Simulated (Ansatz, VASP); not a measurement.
SrO in VASP and in Ansatz

```
Sr O
1.0
     4.19218    0.00000    0.00000
    -2.09609    3.63053    0.00000
     0.00000    0.00000   15.51880
Sr O
6 6
Direct
  0.00000 0.00000 0.98457
  0.33333 0.66667 0.14809
  0.00000 0.00000 0.31410
  0.33333 0.66667 0.48102
  0.66667 0.33333 0.64933
  0.33333 0.66667 0.81372
  0.00000 0.00000 0.14145
  0.33333 0.66667 0.31026
  0.00000 0.00000 0.47278
  0.33333 0.66667 0.64814
  0.66667 0.33333 0.80453
  0.33333 0.66667 0.98201
```

Alike in both runs: functional PBEsol; k mesh 9 × 9 × 2; occupations gaussian, width 0.02 eV; no spin polarisation.

Ansatz relaxed the structure, and its values are those at the end. VASP's run is a single point on that final structure, the one shown.

|  | VASP | Ansatz |
| --- | --- | --- |
| version | VASP 6.6.1 | Ansatz 0.2.0 |
| potentials or method | VASP PAW PBE potentials, release 64 (Sr_sv, O), cutoff 520 eV | scalar-relativistic, plane waves, PAW |
| valence electrons in the cell | 96 | 96 |

Ansatz gave:

| Item | Value |
| --- | --- |
| gap on the k mesh at the Fermi level (eV) | 2.50 |
| least direct gap on the mesh (eV) | 2.62 |
| pressure (GPa) | 0.0 |
| rms of the force components (eV/Å) | 0.001 |

Which values does VASP return?

gap on the k mesh at the Fermi level (eV): 2.50; least direct gap on the mesh (eV): 2.61; pressure (GPa): 0.6; rms of the force components (eV/Å): 0.013.

VASP's potentials were made for PBE, not for PBEsol. The functional is the same, so the differences come from potentials, cutoffs and numerics.
